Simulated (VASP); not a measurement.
# Al2P3 (P-3m1) in VASP: notebook, part 2 of 2

VASP 6.6.1.

### 3 Relaxation of cell and atoms, PBE

This run uses another cell than the first one, of 16.37 Å³/atom, 0.756 times its volume.

Contents of INCAR:

```
SYSTEM = Al2P3
PREC = Accurate ; ENCUT = 600
EDIFF = 1E-6 ; ISMEAR = 0
SIGMA = 0.1 ; LREAL = .FALSE.
LASPH = .TRUE. ; NELM = 100
ALGO = Normal ; ISIF = 3
LWAVE = .FALSE. ; LCHARG = .FALSE.
GGA = PE ; IBRION = 2
NSW = 100 ; EDIFFG = -0.01
```

Contents of KPOINTS:

```
regular mesh
0
G
  12 12 6
  0 0 0
```

Contents of POSCAR:

```
Al2P3
1.0
    3.4895477508      0.0000000000      0.0000000000
   -1.7447738754      3.0220369999      0.0000000000
    0.0000000000      0.0000000000      7.7597302583
Al P
2 3
Direct
    0.3333333333      0.6666666667      0.1886971986
    0.6666666667      0.3333333333      0.8113028014
    0.3333333333      0.6666666667      0.6023860357
    0.6666666667      0.3333333333      0.3976139643
    0.0000000000      0.0000000000      0.0000000000
```

Potentials or basis: VASP PAW PBE potentials, release 64 (Al, P).

Command:

```console
$ cat potpaw_PBE.64/Al/POTCAR potpaw_PBE.64/P/POTCAR > POTCAR
$ mpirun -np 1 vasp_std > vasp.out
```

OUTCAR:

```text
SYSTEM = Al2P3
   PREC = Accurate
   ENCUT = 600
   EDIFF = 1E-6
   ISMEAR = 0
   LREAL = .FALSE.
   LASPH = .TRUE.
   NELM = 100
   ISIF = 3
   GGA = PE
   IBRION = 2
   NSW = 100
   EDIFFG = -0.01

 ion  position               nearest neighbor table
   1  0.333  0.667  0.189-   5 2.49   5 2.49   5 2.49   4 2.59   4 2.59   4 2.59
   2  0.667  0.333  0.811-   5 2.49   5 2.49   5 2.49   3 2.59   3 2.59   3 2.59
   3  0.333  0.667  0.602-   4 2.57   4 2.57   4 2.57   2 2.59   2 2.59   2 2.59
   4  0.667  0.333  0.398-   3 2.57   3 2.57   3 2.57   1 2.59   1 2.59   1 2.59
   5  0.000  0.000  0.000-   1 2.49   2 2.49   1 2.49   2 2.49   2 2.49   1 2.49

  LATTYP: Found a hexagonal cell.
 ALAT       =     3.4895477508
 C/A-ratio  =     2.2237065696

  Lattice vectors:

 A1 = (   3.4895477508,   0.0000000000,   0.0000000000)
 A2 = (  -1.7447738754,   3.0220369999,   0.0000000000)
 A3 = (   0.0000000000,   0.0000000000,   7.7597302583)

Analysis of symmetry for initial positions (statically):
=====================================================================
 Subroutine PRICEL returns:
 Original cell was already a primitive cell.

 Routine SETGRP: Setting up the symmetry group for a
 hexagonal supercell.

 Subroutine GETGRP returns: Found 12 space group operations
 (whereof 12 operations were pure point group operations)
 out of a pool of 24 trial point group operations.

The static configuration has the point symmetry D_3d.

Analysis of symmetry for dynamics (positions and initial velocities):
=====================================================================
 Subroutine PRICEL returns:
 Original cell was already a primitive cell.

 Routine SETGRP: Setting up the symmetry group for a
 hexagonal supercell.

 Subroutine GETGRP returns: Found 12 space group operations
 (whereof 12 operations were pure point group operations)
 out of a pool of 24 trial point group operations.

The dynamic configuration has the point symmetry D_3d.

 Subroutine INISYM returns: Found 12 space group operations
 (whereof 12 operations are pure point group operations),
 and found     1 'primitive' translations

----------------------------------------------------------------------------------------

                                     Primitive cell

  volume of cell :      81.8306

  direct lattice vectors                    reciprocal lattice vectors
     3.489547751  0.000000000  0.000000000     0.286570086  0.165451316  0.000000000
    -1.744773875  3.022037000  0.000000000     0.000000000  0.330902633  0.000000000
     0.000000000  0.000000000  7.759730258     0.000000000  0.000000000  0.128870459

  length of vectors
     3.489547751  3.489547751  7.759730258     0.330902633  0.330902633  0.128870459

  position of ions in fractional coordinates (direct lattice)
     0.333333333  0.666666667  0.188697199
     0.666666667  0.333333333  0.811302801
     0.333333333  0.666666667  0.602386036
     0.666666667  0.333333333  0.397613964
     0.000000000  0.000000000  0.000000000

  ion indices of the primitive-cell ions
   primitive index   ion index
                 1           1
                 2           2
                 3           3
                 4           4
                 5           5

[... 64 lines left out ...]
   ICHARG =      2    charge: 1-file 2-atom 10-const
   ISPIN  =      1    spin polarized calculation?
   LNONCOLLINEAR =      F non collinear calculations
   LSORBIT =      F    spin-orbit coupling
   LASPH  =      T    aspherical Exc in radial PAW
   ENCUT  =  600.0 eV  44.10 Ry    6.64 a.u.   6.97  6.97 15.50*2*pi/ulx,y,z
   NELM   =    100;   NELMIN=  2; NELMDL= -5     # of ELM steps
   EDIFF  = 0.1E-05   stopping-criterion for ELM
   LREAL  =      F    real-space projection
   EDIFFG = -.1E-01   stopping-criterion for IOM
   NSW    =    100    number of steps for IOM
   IBRION =      2    ionic relax: 0-MD 1-quasi-New 2-CG
   NFREE  =      1    steps in history (QN), initial steepest desc. (CG)
   ISIF   =      3    stress and relaxation
   ISYM   =      2    0-nonsym 1-usesym 2-fastsym
   POTIM  = 0.5000    time-step for ionic-motion
   TEBEG  =    0.0;   TEEND  =   0.0 temperature during run
   PSTRESS=    0.0 pullay stress
   NELECT =      21.0000    total number of electrons
   NUPDOWN=      -1.0000    fix difference up-down
   EMIN   =  10.00;   EMAX   =-10.00  energy-range for DOS
   EFERMI =   0.00;   METHOD = LEGACY
   ISMEAR =     0;   SIGMA  =   0.10  broadening in eV -4-tet -1-fermi 0-gaus
   EFERMI_NEDOS =   21; number of points for ismear=-14 and -15
   IALGO  =     38    algorithm
   IMIX   =      4    mixing-type and parameters
     AMIX     =   0.40;   BMIX     =  1.00
     AMIX_MAG =   1.60;   BMIX_MAG =  1.00
  volume/ion in A,a.u.               =      16.37       110.44
  Fermi-wavevector in a.u.,A,eV,Ry     =   1.040342  1.965961 14.725738  1.082311
  Thomas-Fermi vector in A             =   2.174913
   LORBIT       =      0    0 simple, 1 ext, 2 COOP (PROOUT), +10 PAW based schemes
   GGA     = PE    functional components
   LHFCALC =     F    Hartree Fock is set to
   AEXX    =    0.0000 exact exchange contribution
   IVDW    =     0    specifies the selected vdW correction
   LEPSILON=     F    determine dielectric tensor
   LRPA    =     F    only Hartree local field effects (RPA)
 conjugate gradient relaxation of ions
 non-spin polarized calculation
 Gauss-broadening in eV      SIGMA  =   0.10
  energy-cutoff  :      600.00
  volume of cell :       81.83
 maximum number of plane-waves:      2747
   NGX = 13   NGY = 13   NGZ = 31

--------------------------------------- Ionic step        1  -------------------------------------------

 number of electron      21.0000001 magnetization

 Free energy of the ion-electron system (eV)
  ---------------------------------------------------
  ext. energy  EPLUGINS =         0.00000000
  ---------------------------------------------------
  free energy    TOTEN  =       -23.84041848 eV

  energy without entropy =      -23.83044436  energy(sigma->0) =      -23.83543142

------------------------ aborting loop because EDIFF is reached ----------------------------------------

  FORCE on cell =-STRESS in cart. coord.  units (eV):
  Direction    XX          YY          ZZ          XY          YZ          ZX
  --------------------------------------------------------------------------------------
  -------------------------------------------------------------------------------------
  Total       -0.6401466     -0.6401466      0.8833829      0.0000000     -0.0000000      0.0000000
  in kB      -12.5335600    -12.5335600     17.2959341      0.0000000     -0.0000000      0.0000000
  external PRESSURE =      -2.5903953 kB  Pullay stress =       0.0000000 kB
[... 299 lines left out ...]
--------------------------------------- Ionic step        9  -------------------------------------------

 number of electron      21.0000001 magnetization

 Free energy of the ion-electron system (eV)
  ---------------------------------------------------
  ext. energy  EPLUGINS =         0.00000000
  ---------------------------------------------------
  free energy    TOTEN  =       -23.84988100 eV

  energy without entropy =      -23.84024210  energy(sigma->0) =      -23.84506155

 E-fermi :   8.0057     XC(G=0): -10.5172

 val. band max:        8.0040132779   @ k =   0.4167   0.0833   0.3333
 cond. band min:       8.0177971796   @ k =   0.3333   0.1667   0.5000
 fundamental gap:      0.0137839017
 Fermi energy:         8.0056840729

 k-point     1 :       0.0000    0.0000    0.0000
  band No.  band energies     occupation
      1      -6.3150      2.00000
      2      -4.6053      2.00000
      3      -2.8243      2.00000
      4       2.9344      2.00000
      5       3.3171      2.00000
      6       6.9151      2.00000
      7       6.9151      2.00000
      8       7.8322      1.98583
      9       7.8322      1.98583
     10       9.1772      0.00000
     11       9.4200      0.00000
     12       9.4200      0.00000
     13      12.1849      0.00000
     14      12.3473      0.00000
[... 377 lines left out ...]
      1      -5.8861      2.00000
      2      -4.3919      2.00000
      3      -2.2257      2.00000
      4       2.1539      2.00000
      5       3.9872      2.00000
      6       5.1842      2.00000
      7       5.8265      2.00000
      8       6.1613      2.00000
      9       7.3469      2.00000
     10       7.6401      2.00000
     11       9.2192      0.00000
     12       9.5599      0.00000
     13      10.6265      0.00000
     14      12.2967      0.00000

 [... further k-points ...]

------------------------ aborting loop because EDIFF is reached ----------------------------------------

  FORCE on cell =-STRESS in cart. coord.  units (eV):
  Direction    XX          YY          ZZ          XY          YZ          ZX
  --------------------------------------------------------------------------------------
  -------------------------------------------------------------------------------------
  Total        0.0071904      0.0071904      0.0028072      0.0000000      0.0000000      0.0000000
  in kB        0.1415912      0.1415912      0.0552787      0.0000000      0.0000000      0.0000000
  external PRESSURE =       0.1128204 kB  Pullay stress =       0.0000000 kB
[... 20 lines left out ...]
  FREE ENERGIE OF THE ION-ELECTRON SYSTEM (eV)
  ---------------------------------------------------
  free  energy   TOTEN  =       -23.8498810000 eV

  energy  without entropy=      -23.8402420966  energy(sigma->0) =      -23.84506155

 reached required accuracy - stopping structural energy minimisation
```

Wall time 14 min (1 thread of Intel Xeon 8259CL, shared host); peak memory 0.3 GiB.

What came out:

```
Free energy                            : -23.8499 eV
Relaxed volume                         : 16.27 Å³/atom
Relaxed cell                           : a = 3.462 Å, b = 3.462 Å, c = 7.841 Å, α = 90.00°, β = 90.00°, γ = 120.00°
Space group after relaxing (to 0.05 Å) : P-3m1 (No. 164)
Energy gained by relaxing              : 1.9 meV/atom
Ionic steps                            : 9
Pressure after relaxing                : 0.0 GPa
Largest force after relaxing           : 0.005 eV/Å
```

Forces in eV/Å, atoms in the order of the input:
```
Al   0.000  0.000 -0.005
Al   0.000  0.000  0.005
P    0.000  0.000  0.001
P    0.000  0.000 -0.001
P    0.000  0.000  0.000
```

Step by step:
```
step  energy change (eV)  largest force (eV/Å)  pressure (GPa)  volume (Å³)
   1              0.0000                0.0475           -0.26        81.83
   2             -0.0082                0.0848           -0.12        81.51
   3             -0.0082                0.0901           -0.11        81.50
   4             -0.0089                0.0584            0.04        81.35
   5             -0.0092                0.0177            0.24        81.17
   6             -0.0094                0.0128           -0.07        81.42
   7             -0.0094                0.0125            0.00        81.36
   8             -0.0094                0.0124            0.01        81.35
   9             -0.0095                0.0049            0.01        81.36
```

Final structure:
```
Al P
1.0
     3.46158    0.00000    0.00000
    -1.73079    2.99781    0.00000
     0.00000    0.00000    7.84059
Al P
2 3
Direct
  0.33333 0.66667 0.18822
  0.66667 0.33333 0.81178
  0.33333 0.66667 0.60113
  0.66667 0.33333 0.39887
  0.00000 0.00000 0.00000
```
